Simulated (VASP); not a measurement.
BN: single point with PBE

Crystal: BN.

```
CELL_PARAMETERS angstrom
0.00000 -1.81239 -1.83650
-1.83650 0.00000 -1.83650
1.83650 1.81239 -3.67300
ATOMIC_POSITIONS crystal
B 0.99840 0.00713 0.00000
B 0.50160 0.49287 0.50000
N 0.37336 0.38230 0.87500
N 0.87664 0.86770 0.37500
```

| Quantity | Value |
| --- | --- |
| Program | VASP 6.6.1 |
| Task | single point |
| Functional | PBE |
| Potentials or basis | VASP PAW PBE potentials, release 64 (B, N) |
| Cutoff | 520 eV |
| k mesh | 6 × 6 × 6 |
| Occupations | gaussian, width 0.05 eV |
| Spin | no spin polarisation |
| Dipole correction | no |
| Further INCAR settings | ALGO = Normal; EDIFF = 1e-06; NBANDS = 16 |

```
Pressure               : -9.2 GPa
Largest force          : 0.207 eV/Å
Band gap on the k mesh : 4.19 eV
```

Forces in eV/Å, atoms in the order of the input:
```
B    0.119 -0.028  0.096
B   -0.123  0.025 -0.092
N    0.162 -0.033  0.124
N   -0.158  0.036 -0.128
```

Stress tensor (GPa, compression positive):
```
-11.83  -0.02   0.00
 -0.02  -3.99   0.03
  0.00   0.03 -11.78
```

Levels at points of the mesh, in eV from the valence-band top:
```
           k point  band 5  band 6  band 7  band 8  band 9  band 10  band 11  band 12
(0.00, 0.00, 0.00)   -1.86   -0.13   -0.13    0.00    8.51     8.59     8.60     9.57
(0.50, 0.00, 0.00)   -5.01   -4.98   -3.72   -3.72    7.18     7.19    12.45    12.54
(0.00, 0.50, 0.00)   -5.19   -5.08   -3.56   -3.55    7.37     7.43    12.55    12.92
(0.50, 0.50, 0.50)   -5.18   -5.10   -3.56   -3.55    7.38     7.43    12.59    12.86
(0.50, 0.50, 0.00)   -4.76   -4.76   -2.06   -1.86    4.41     9.05     9.56    10.36
(0.00, 0.50, 0.50)   -4.76   -4.76   -2.06   -1.86    4.41     9.04     9.56    10.36
(0.00, 0.00, 0.50)   -1.26   -1.25   -1.10   -1.09    9.14     9.16     9.99    10.01
(0.50, 0.00, 0.50)   -4.94   -4.93   -2.06   -1.86    4.19     8.75     9.55    10.36
```

Wall time 25 s on 1 thread of Intel Xeon 6975P-C, on a shared host, peak memory 0.16 GiB.

Caveat: the k points lie up to 0.48 Å⁻¹ apart. A k mesh can miss the band edges.
